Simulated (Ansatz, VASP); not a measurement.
PtS2 in VASP and in Ansatz

```
Pt S
1.0
     3.54320    0.00000    0.00000
    -1.77160    3.06850    0.00000
     0.00000    0.00000    5.03880
Pt S
1 2
Direct
  0.97471 0.95683 0.98628
  0.33333 0.66667 0.25000
  0.66667 0.33333 0.75000
```

Change from the starting cell: one atom moved.

Alike in both runs: task single point; functional PBE; k mesh 12 × 12 × 8; occupations gaussian, width 0.05 eV; no spin polarisation.

|  | VASP | Ansatz |
| --- | --- | --- |
| version | VASP 6.6.1 | Ansatz 0.2.0 |
| potentials or method | VASP PAW PBE potentials, release 64 (Pt, S), cutoff 520 eV | scalar-relativistic, plane waves, PAW |
| valence electrons in the cell | 22 | 30 |

VASP gave:

```
gap on the k mesh at the Fermi level (eV)                     : 0.46
least direct gap on the mesh (eV)                             : 0.77
pressure (GPa)                                                : 3.4
traceless stress, the component that is largest in VASP (GPa) : 2.26
rms of the force components (eV/Å)                            : 1.059
```

Q: Which values does Ansatz return?

A: gap on the k mesh at the Fermi level (eV): 0.45; least direct gap on the mesh (eV): 0.77; pressure (GPa): 3.8; traceless stress, the component that is largest in VASP (GPa): 2.32; rms of the force components (eV/Å): 1.060.

Atom by atom the forces differ by 0.019 eV/Å (rms over components). VASP's potentials hold 22 valence electrons a cell and Ansatz's 30, so a difference there can come from the potentials and not from the codes.

Neither program's run includes spin-orbit coupling.
